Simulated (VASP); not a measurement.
A run of VASP 6.6.1 is set up as follows.

File INCAR:

```
PREC = Accurate ; ENCUT = 600
EDIFF = 1E-7 ; ISMEAR = 0
SIGMA = 0.1 ; LREAL = False
LASPH = True ; NELM = 120
ALGO = Normal ; ISIF = 3
LWAVE = False ; LCHARG = False
GGA = PE ; IBRION = 2
NSW = 90 ; EDIFFG = -0.04
GGA_COMPAT = False ; NELMIN = 4
```

The input KPOINTS:

```
regular mesh
0
Gamma
  6 6 4
```

File POSCAR:

```
Ga2PN
1.0
    3.5640322789      0.0000000000      0.0000000000
    0.0000000000      3.5640322789      0.0000000000
    0.0000000000      0.0000000000      5.0235954418
Ga P N
2 1 1
Direct
    0.0000000000      0.5000000000      0.7921864262
    0.5000000000      0.0000000000      0.2078135738
    0.5000000000      0.5000000000      0.5000000000
    0.0000000000      0.0000000000      0.0000000000
```

Potentials or basis: VASP PAW PBE potentials, release 64 (Ga_d, P, N).

The run is started by

```console
$ cat potpaw_PBE.64/Ga_d/POTCAR potpaw_PBE.64/P/POTCAR potpaw_PBE.64/N/POTCAR > POTCAR
$ mpirun -np 1 vasp_std > vasp.out
```

Q: Predict the band gap on the k mesh.

A: Zero (filled and empty bands touch).

Final structure:
```
Ga P N
1.0
     3.56403    0.00000    0.00000
     0.00000    3.56403    0.00000
     0.00000    0.00000    5.02360
Ga P N
2 1 1
Direct
  0.00000 0.50000 0.79219
  0.50000 0.00000 0.20781
  0.50000 0.50000 0.50000
  0.00000 0.00000 0.00000
```

Caveat: the relaxation stopped at its first step, so nothing moved; semilocal functionals underestimate gaps, so a narrow gap can read as zero.
